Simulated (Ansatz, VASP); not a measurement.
## AlRu2 in VASP and in Ansatz

INCAR

```
PREC     = Accurate       # precision mode
ENCUT    = 520            # plane-wave cutoff, eV
EDIFF    = 1E-7           # SCF threshold, eV
ISMEAR   = 0              # smearing method
SIGMA    = 0.1            # smearing width, eV
LREAL    = False          # projectors in reciprocal space
LASPH    = True           # aspherical terms in the spheres
NELM     = 80             # most SCF steps
ALGO     = Normal         # electronic algorithm
ISIF     = 2              # what is computed and relaxed
LWAVE    = False          # write WAVECAR
LCHARG   = False          # write CHGCAR
GGA      = PE             # functional
NBANDS   = 40             # bands
```

The input KPOINTS:

```
regular mesh
0
Gamma
  4 4 6
```

The input POSCAR:

```
AlRu2
1.0
    5.1328705182      0.0000000000      0.0000000000
    0.0000000000      5.1328705182      0.0000000000
    0.0000000000      0.0000000000      3.3060870404
Al Ru
2 4
Direct
    0.0000000000      0.0000000000      0.0000000000
    0.5000000000      0.5000000000      0.5000000000
    0.3060000000      0.3060000000      0.0000000000
    0.1940000000      0.8060000000      0.5000000000
    0.6940000000      0.6940000000      0.0000000000
    0.8060000000      0.1940000000      0.5000000000
```

Input for Ansatz:

```yaml
crystal:
  lattice:
    - [5.1328705182, 0.0, 0.0]
    - [0.0, 5.1328705182, 0.0]
    - [0.0, 0.0, 3.3060870404]
  atoms:
    - { symbol: Al, position: [0.0, 0.0, 0.0] }
    - { symbol: Al, position: [0.5, 0.5, 0.5] }
    - { symbol: Ru, position: [0.306, 0.306, 0.0] }
    - { symbol: Ru, position: [0.194, 0.806, 0.5] }
    - { symbol: Ru, position: [0.694, 0.694, 0.0] }
    - { symbol: Ru, position: [0.806, 0.194, 0.5] }
basis:
  ecutwfc: 420
kpoints:
  mp_grid: { grid: [4, 4, 6] }
hamiltonian:
  xc: pbe
scf:
  occupations: { method: gaussian, width: 0.1 }
  lower_state_search: "off"
output:
  forces: true
  stress: true
  eigenvalues: true
```

Alike in both runs: task single point; functional PBE; k mesh 4 × 4 × 6; occupations gaussian, width 0.1 eV; no spin polarisation.

```csv
,VASP,Ansatz
version,VASP 6.6.1,Ansatz 0.2.0
potentials or method,"VASP PAW PBE potentials, release 64 (Al, Ru_pv), cutoff 520 eV","scalar-relativistic, plane waves, PAW"
valence electrons in the cell,62,70
```

|  | VASP | Ansatz | Ansatz less VASP |
| --- | --- | --- | --- |
| gap on the k mesh at the Fermi level (eV) | none | none | - |
| rms of the force components (eV/Å) | 1.121 | 1.107 | -0.0134 |

Atom by atom the forces differ by 0.013 eV/Å (rms over components). A gap of «none» marks a metal or a gap that the smearing closes. The functional is the same, so the differences come from potentials, cutoffs and numerics. VASP's potentials hold 62 valence electrons a cell and Ansatz's 70, so a difference there can come from the potentials and not from the codes.
